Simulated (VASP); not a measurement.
# Cs2Cu (I4/mmm) in VASP: a series of runs

Runs on Cs2Cu. Level: PBE. Tasks: single point.

Everything below comes from runs of VASP 6.6.1. Logs are shortened: lines on timing, memory, paths and dates and some standing lists are left out, and cuts for length are marked.

### 1 The cell of the first run

Symmetry: I4/mmm, No. 139, tetragonal system. Conventional cell: a = 5.107 Å, b = 5.107 Å, c = 8.375 Å, α = 90.00°, β = 90.00°, γ = 90.00°. Within 2.1 Å of Cs (site symmetry 4mm) lie 1 Cs at 1.56 Å. Within 4.5 Å of Cu (site symmetry 4/mmm) lie 10 Cs at 3.41 to 3.69 Å.

### 2 Single point, PBE

Contents of INCAR:

```
SYSTEM = Cs2Cu
ALGO = Normal ; EDIFF = 1E-6
ENCUT = 520 ; GGA = PE
ISIF = 2 ; ISMEAR = 0
LASPH = .TRUE. ; LCHARG = .FALSE.
LREAL = .FALSE. ; LWAVE = .FALSE.
NBANDS = 22 ; NELM = 80
PREC = Accurate ; SIGMA = 0.1
```

Contents of KPOINTS:

```
k-points
0
G
  6 6 6
  0 0 0
```

Contents of POSCAR:

```
Cs2Cu
1.0
   -2.5533443773      2.5533443773      4.1877473335
    2.5533443773     -2.5533443773      4.1877473335
    2.5533443773      2.5533443773     -4.1877473335
Cs Cu
2 1
Direct
    0.5930000000      0.5930000000      0.0000000000
    0.4070000000      0.4070000000      0.0000000000
    0.0000000000      0.0000000000      0.0000000000
```

Potentials or basis: VASP PAW PBE potentials, release 64 (Cs_sv, Cu).

Run with:

```console
$ cat potpaw_PBE.64/Cs_sv/POTCAR potpaw_PBE.64/Cu/POTCAR > POTCAR
$ mpirun -np 1 vasp_std > vasp.out
```

OUTCAR:

```text
SYSTEM = Cs2Cu
   EDIFF = 1E-6
   ENCUT = 520
   GGA = PE
   ISIF = 2
   ISMEAR = 0
   LASPH = .TRUE.
   LREAL = .FALSE.
   NELM = 80
   PREC = Accurate

 ion  position               nearest neighbor table
   1  0.593  0.593  0.000-   2 1.56
   2  0.407  0.407  0.000-   1 1.56
   3  0.000  0.000  0.000-

 -----------------------------------------------------------------------------
|                                                                             |
|           W    W    AA    RRRRR   N    N  II  N    N   GGGG   !!!           |
|           W    W   A  A   R    R  NN   N  II  NN   N  G    G  !!!           |
|           W    W  A    A  R    R  N N  N  II  N N  N  G       !!!           |
|           W WW W  AAAAAA  RRRRR   N  N N  II  N  N N  G  GGG   !            |
|           WW  WW  A    A  R   R   N   NN  II  N   NN  G    G                |
|           W    W  A    A  R    R  N    N  II  N    N   GGGG   !!!           |
|                                                                             |
|     The distance between some ions is very small. Please check the          |
|     nearest-neighbor list in the OUTCAR file.                               |
|     I HOPE YOU KNOW WHAT YOU ARE DOING!                                     |
|                                                                             |
 -----------------------------------------------------------------------------

  LATTYP: Found a body centered tetragonal cell.
 ALAT       =     5.1066887546
 C/A-ratio  =     1.6401028278

  Lattice vectors:

 A1 = (  -2.5533443773,   2.5533443773,   4.1877473335)
 A2 = (   2.5533443773,  -2.5533443773,   4.1877473335)
 A3 = (   2.5533443773,   2.5533443773,  -4.1877473335)

Analysis of symmetry for initial positions (statically):
=====================================================================
 Subroutine PRICEL returns:
 Original cell was already a primitive cell.

 Routine SETGRP: Setting up the symmetry group for a
 body centered tetragonal supercell.

 Subroutine GETGRP returns: Found 16 space group operations
 (whereof 16 operations were pure point group operations)
 out of a pool of 16 trial point group operations.

The static configuration has the point symmetry D_4h.

Analysis of symmetry for dynamics (positions and initial velocities):
=====================================================================
 Subroutine PRICEL returns:
 Original cell was already a primitive cell.

 Routine SETGRP: Setting up the symmetry group for a
 body centered tetragonal supercell.

 Subroutine GETGRP returns: Found 16 space group operations
 (whereof 16 operations were pure point group operations)
 out of a pool of 16 trial point group operations.

The dynamic configuration has the point symmetry D_4h.

 Subroutine INISYM returns: Found 16 space group operations
 (whereof 16 operations are pure point group operations),
 and found     1 'primitive' translations

----------------------------------------------------------------------------------------

                                     Primitive cell

  volume of cell :     109.2092

  direct lattice vectors                    reciprocal lattice vectors
    -2.553344377  2.553344377  4.187747333     0.000000000  0.195821607  0.119395933
     2.553344377 -2.553344377  4.187747333     0.195821607  0.000000000  0.119395933
     2.553344377  2.553344377 -4.187747333     0.195821607  0.195821607  0.000000000

  length of vectors
     5.529589745  5.529589745  5.529589745     0.229350149  0.229350149  0.276933573

  position of ions in fractional coordinates (direct lattice)
     0.593000000  0.593000000  0.000000000
     0.407000000  0.407000000  0.000000000
     0.000000000  0.000000000  0.000000000

  ion indices of the primitive-cell ions
   primitive index   ion index
                 1           1
                 2           2
                 3           3

----------------------------------------------------------------------------------------

 KPOINTS: k-points

Automatic generation of k-mesh.
 Grid dimensions read from file:
 generate k-points for:    6    6    6

 Generating k-lattice:

  Cartesian coordinates                     Fractional coordinates (reciprocal lattice)
     0.000000000  0.032636935  0.019899322     0.166666667  0.000000000  0.000000000
     0.032636935  0.000000000  0.019899322     0.000000000  0.166666667  0.000000000
     0.032636935  0.032636935  0.000000000     0.000000000  0.000000000  0.166666667

  Length of vectors
     0.038225025  0.038225025  0.046155595

  Shift w.r.t. Gamma in fractional coordinates (k-lattice)
     0.000000000  0.000000000  0.000000000

 Subroutine IBZKPT returns following result:
 ===========================================

 Found     30 irreducible k-points:

 Following reciprocal coordinates:
            Coordinates               Weight
  0.000000  0.000000  0.000000      1.000000
  0.166667 -0.000000  0.000000      8.000000
  0.333333  0.000000 -0.000000      8.000000
  0.500000 -0.000000  0.000000      4.000000
  0.166667  0.166667  0.000000      8.000000
  0.333333  0.166667  0.000000     16.000000
[... 16 lines left out ...]
 -0.333333 -0.333333  0.166667      8.000000
 -0.166667 -0.333333  0.166667      8.000000
 [... further k-points ...]
   k-points           NKPTS =     30   k-points in BZ     NKDIM =     30   number of bands    NBANDS=     22
   number of dos      NEDOS =    301   number of ions     NIONS =      3
   total plane-waves  NPLWV =  74088
   dimension x,y,z NGX =    42 NGY =   42 NGZ =   42
   dimension x,y,z NGXF=    84 NGYF=   84 NGZF=   84
   ions per type =               2   1
   NGX,Y,Z   is equivalent  to a cutoff of  12.63, 12.63, 12.63 a.u.
   NGXF,Y,Z  is equivalent  to a cutoff of  25.25, 25.25, 25.25 a.u.
 SYSTEM =  Cs2Cu
   PREC   = accura    normal or accurate (medium, high low for compatibility)
   ISTART =      0    job   : 0-new  1-cont  2-samecut
   ICHARG =      2    charge: 1-file 2-atom 10-const
   ISPIN  =      1    spin polarized calculation?
   LNONCOLLINEAR =      F non collinear calculations
   LSORBIT =      F    spin-orbit coupling
   LASPH  =      T    aspherical Exc in radial PAW
   ENCUT  =  520.0 eV  38.22 Ry    6.18 a.u.  10.28 10.28 10.28*2*pi/ulx,y,z
   NELM   =     80;   NELMIN=  2; NELMDL= -5     # of ELM steps
   EDIFF  = 0.1E-05   stopping-criterion for ELM
   LREAL  =      F    real-space projection
   EDIFFG = 0.1E-04   stopping-criterion for IOM
   NSW    =      0    number of steps for IOM
   IBRION =     -1    ionic relax: 0-MD 1-quasi-New 2-CG
   NFREE  =      0    steps in history (QN), initial steepest desc. (CG)
   ISIF   =      2    stress and relaxation
   ISYM   =      2    0-nonsym 1-usesym 2-fastsym
   POTIM  = 0.5000    time-step for ionic-motion
   TEBEG  =    0.0;   TEEND  =   0.0 temperature during run
   PSTRESS=    0.0 pullay stress
   NELECT =      29.0000    total number of electrons
   NUPDOWN=      -1.0000    fix difference up-down
   EMIN   =  10.00;   EMAX   =-10.00  energy-range for DOS
   EFERMI =   0.00;   METHOD = LEGACY
   ISMEAR =     0;   SIGMA  =   0.10  broadening in eV -4-tet -1-fermi 0-gaus
   EFERMI_NEDOS =   21; number of points for ismear=-14 and -15
   IALGO  =     38    algorithm
   IMIX   =      4    mixing-type and parameters
     AMIX     =   0.40;   BMIX     =  1.00
     AMIX_MAG =   1.60;   BMIX_MAG =  1.00
  volume/ion in A,a.u.               =      36.40       245.66
  Fermi-wavevector in a.u.,A,eV,Ry     =   1.052255  1.988474 15.064928  1.107241
  Thomas-Fermi vector in A             =   2.187331
   LORBIT       =      0    0 simple, 1 ext, 2 COOP (PROOUT), +10 PAW based schemes
   GGA     = PE    functional components
   LHFCALC =     F    Hartree Fock is set to
   AEXX    =    0.0000 exact exchange contribution
   IVDW    =     0    specifies the selected vdW correction
   LEPSILON=     F    determine dielectric tensor
   LRPA    =     F    only Hartree local field effects (RPA)
 non-spin polarized calculation
 Gauss-broadening in eV      SIGMA  =   0.10
  energy-cutoff  :      520.00
  volume of cell :      109.21
 maximum number of plane-waves:      2967
 NGX is ok and might be reduce to    42
   NGX = 21   NGY = 21   NGZ = 21

 number of electron      29.0000007 magnetization

 Free energy of the ion-electron system (eV)
  ---------------------------------------------------
  ext. energy  EPLUGINS =         0.00000000
  ---------------------------------------------------
  free energy    TOTEN  =        60.17330660 eV

  energy without entropy =       60.20298060  energy(sigma->0) =       60.18814360

 E-fermi :   2.6659     XC(G=0):  -8.5342

 val. band max:        2.6617839455   @ k =  -0.3333   0.3333   0.3333
 cond. band min:       2.6910881086   @ k =  -0.1667   0.1667   0.1667
 fundamental gap:      0.0293041631
 Fermi energy:         2.6658792867

 k-point     1 :       0.0000    0.0000    0.0000
  band No.  band energies     occupation
      1     -32.8745      2.00000
      2     -18.4046      2.00000
      3     -14.4304      2.00000
      4     -14.4304      2.00000
      5     -12.2086      2.00000
      6      -5.5634      2.00000
[... 14 lines left out ...]
     21       7.0149      0.00000
     22       7.0149      0.00000

 k-point     2 :       0.1667   -0.0000    0.0000
  band No.  band energies     occupation
      1     -32.8738      2.00000
      2     -18.4162      2.00000
      3     -14.4477      2.00000
      4     -14.4347      2.00000
      5     -12.1714      2.00000
      6      -5.5502      2.00000
[... 14 lines left out ...]
     21       7.0263      0.00000
     22       7.2489      0.00000
[... 523 lines left out ...]
     21       7.1547      0.00000
     22       8.6783      0.00000

 k-point    24 :      -0.1667   -0.3333    0.1667
  band No.  band energies     occupation
      1     -32.8727      2.00000
      2     -18.4542      2.00000
      3     -14.4626      2.00000
      4     -14.4503      2.00000
      5     -12.0702      2.00000
      6      -5.4214      2.00000
[... 14 lines left out ...]
     21       7.2991      0.00000
     22       7.7401      0.00000

 [... further k-points ...]

------------------------ aborting loop because EDIFF is reached ----------------------------------------

  FORCE on cell =-STRESS in cart. coord.  units (eV):
  Direction    XX          YY          ZZ          XY          YZ          ZX
  --------------------------------------------------------------------------------------
  -------------------------------------------------------------------------------------
  Total       -5.0573978     -5.0573978    296.8346617      0.0000000      0.0000000      0.0000000
  in kB      -74.1956512    -74.1956512   4354.7772575      0.0000000      0.0000000      0.0000000
  external PRESSURE =    1402.1286517 kB  Pullay stress =       0.0000000 kB

 VOLUME and BASIS-vectors are now :
 -----------------------------------------------------------------------------
  energy-cutoff  :      520.00
  volume of cell :      109.21
      direct lattice vectors                 reciprocal lattice vectors
    -2.553344377  2.553344377  4.187747333     0.000000000  0.195821607  0.119395933
     2.553344377 -2.553344377  4.187747333     0.195821607  0.000000000  0.119395933
     2.553344377  2.553344377 -4.187747333     0.195821607  0.195821607  0.000000000

 POSITION                                       TOTAL-FORCE (eV/Angst)
 -----------------------------------------------------------------------------------
      0.00000      0.00000      4.96667        -0.000000     -0.000000    193.541376
      0.00000      0.00000      3.40883         0.000000      0.000000   -193.541376
      0.00000      0.00000      0.00000         0.000000      0.000000      0.000000
 -----------------------------------------------------------------------------------
    total drift:                               -0.000000      0.000000      0.000000

  FREE ENERGIE OF THE ION-ELECTRON SYSTEM (eV)
  ---------------------------------------------------
  free  energy   TOTEN  =        60.1733066001 eV

  energy  without entropy=       60.2029806035  energy(sigma->0) =       60.18814360
```

It took 57 s on 1 thread of Intel Xeon 6975P-C (Granite Rapids), shared host; peak memory 0.28 GiB.

Results:

```
Free energy            : 60.1733 eV
Pressure               : 140.2 GPa
Largest force          : 193.541 eV/Å
Band gap on the k mesh : zero (an odd number of electrons rules out a gap without spin polarisation)
```

Forces in eV/Å, atoms in the order of the input:
```
Cs     0.000    0.000  193.541
Cs     0.000    0.000 -193.541
Cu     0.000    0.000    0.000
```

Caveat: atoms lie so close that the PAW spheres overlap strongly, which falsifies energies and pressures; the stress differs along the axes, from -7 to 435 GPa; spin-orbit coupling is left out, which moves the levels of the heavy elements; forces of over 1 eV/Å act on the atoms, so gaps and moduli don't describe the material at rest.

### 3 Single point, PBE

This run uses another cell than the first one, of 61.13 Å³/atom.

Contents of INCAR:

```
PREC = Accurate ; ENCUT = 520
EDIFF = 1E-6 ; ISMEAR = 0
SIGMA = 0.1 ; LREAL = F
LASPH = T ; NELM = 60
ALGO = Fast ; ISIF = 2
LWAVE = F ; LCHARG = T
GGA = PE ; LELF = T
LVHAR = T ; NBANDS = 22
```

Contents of KPOINTS:

```
regular mesh
0
Gamma
  6 6 6
```

Contents of POSCAR:

```
Cs2Cu
1.0
   -2.2818413442      2.2818413442      8.8060165854
    2.2818413442     -2.2818413442      8.8060165854
    2.2818413442      2.2818413442     -8.8060165854
Cs Cu
2 1
Direct
    0.6174734085      0.6174734085      0.0000000000
    0.3825265915      0.3825265915      0.0000000000
    0.0000000000      0.0000000000      0.0000000000
```

Potentials or basis: VASP PAW PBE potentials, release 64 (Cs_sv, Cu).

Run with:

```console
$ cat potpaw_PBE.64/Cs_sv/POTCAR potpaw_PBE.64/Cu/POTCAR > POTCAR
$ mpirun -np 1 vasp_std > vasp.out
```

OUTCAR:

```text
PREC = Accurate
   ENCUT = 520
   EDIFF = 1E-6
   ISMEAR = 0
   LREAL = F
   LASPH = T
   NELM = 60
   ISIF = 2
   GGA = PE

 ion  position               nearest neighbor table
   1  0.617  0.617  0.000-
   2  0.383  0.383  0.000-
   3  0.000  0.000  0.000-

  LATTYP: Found a body centered tetragonal cell.
 ALAT       =     4.5636826884
 C/A-ratio  =     3.8591712819

  Lattice vectors:

 A1 = (  -2.2818413442,   2.2818413442,   8.8060165854)
 A2 = (   2.2818413442,  -2.2818413442,   8.8060165854)
 A3 = (   2.2818413442,   2.2818413442,  -8.8060165854)

Analysis of symmetry for initial positions (statically):
=====================================================================
 Subroutine PRICEL returns:
 Original cell was already a primitive cell.

 Routine SETGRP: Setting up the symmetry group for a
 body centered tetragonal supercell.

 Subroutine GETGRP returns: Found 16 space group operations
 (whereof 16 operations were pure point group operations)
[... 163 lines left out ...]
  ---------------------------------------------------
  free energy    TOTEN  =        -4.51955689 eV

  energy without entropy =       -4.50425275  energy(sigma->0) =       -4.51190482

 E-fermi :   1.4262     XC(G=0):  -6.6540

 val. band max:        1.3950482137   @ k =   0.0000   0.0000   0.0000
 cond. band min:       1.4273157062   @ k =  -0.3333   0.1667   0.0000
 fundamental gap:      0.0322674924
 Fermi energy:         1.4262304371

 k-point     1 :       0.0000    0.0000    0.0000
  band No.  band energies     occupation
      1     -22.0600      2.00000
      2     -22.0245      2.00000
      3      -9.1663      2.00000
      4      -8.7121      2.00000
      5      -8.7121      2.00000
      6      -8.6809      2.00000
[... 589 lines left out ...]
     21       4.3352      0.00000
     22       5.4039      0.00000

 [... further k-points ...]

------------------------ aborting loop because EDIFF is reached ----------------------------------------

  FORCE on cell =-STRESS in cart. coord.  units (eV):
  Direction    XX          YY          ZZ          XY          YZ          ZX
  --------------------------------------------------------------------------------------
  -------------------------------------------------------------------------------------
  Total        0.0108429      0.0108429      0.2140843      0.0000000     -0.0000000      0.0000000
  in kB        0.0947206      0.0947206      1.8701870      0.0000000     -0.0000000      0.0000000
  external PRESSURE =       0.6865427 kB  Pullay stress =       0.0000000 kB

 VOLUME and BASIS-vectors are now :
 -----------------------------------------------------------------------------
  energy-cutoff  :      520.00
  volume of cell :      183.40
      direct lattice vectors                 reciprocal lattice vectors
    -2.281841344  2.281841344  8.806016585     0.000000000  0.219121282  0.056779362
     2.281841344 -2.281841344  8.806016585     0.219121282  0.000000000  0.056779362
     2.281841344  2.281841344 -8.806016585     0.219121282  0.219121282  0.000000000

 POSITION                                       TOTAL-FORCE (eV/Angst)
 -----------------------------------------------------------------------------------
      0.00000      0.00000     10.87496        -0.000000     -0.000000      0.010006
      0.00000      0.00000      6.73707        -0.000000     -0.000000     -0.010006
      0.00000      0.00000      0.00000         0.000000      0.000000     -0.000000
 -----------------------------------------------------------------------------------
    total drift:                                0.000000      0.000000      0.000000

  FREE ENERGIE OF THE ION-ELECTRON SYSTEM (eV)
  ---------------------------------------------------
  free  energy   TOTEN  =        -4.5195568854 eV

  energy  without entropy=       -4.5042527536  energy(sigma->0) =       -4.51190482
```

stdout:

```text
POSCAR found type information on POSCAR CsCu
 POSCAR found :  2 types and       3 ions
 scaLAPACK will be used
 LDA part: xc-table for (Slater+PW92), standard interpolation
 POSCAR, INCAR and KPOINTS ok, starting setup
 FFT: planning ... GRIDC
 FFT: planning ... GRID_SOFT
 FFT: planning ... GRID
 WAVECAR not read
 entering main loop
```

Wall time 3.9 min (1 thread of Intel Xeon 6975P-C (Granite Rapids), shared host); peak memory 0.73 GiB.

What came out:

```
Free energy            : -4.5196 eV
Pressure               : 0.1 GPa
Largest force          : 0.010 eV/Å
Band gap on the k mesh : zero (an odd number of electrons rules out a gap without spin polarisation)
```

Forces in eV/Å, atoms in the order of the input:
```
Cs   0.000  0.000  0.010
Cs   0.000  0.000 -0.010
Cu   0.000  0.000  0.000
```

Caveat: spin-orbit coupling is left out, which moves the levels of the heavy elements.

The gap in the log of VASP goes by the Fermi energy; the results here count the filled bands.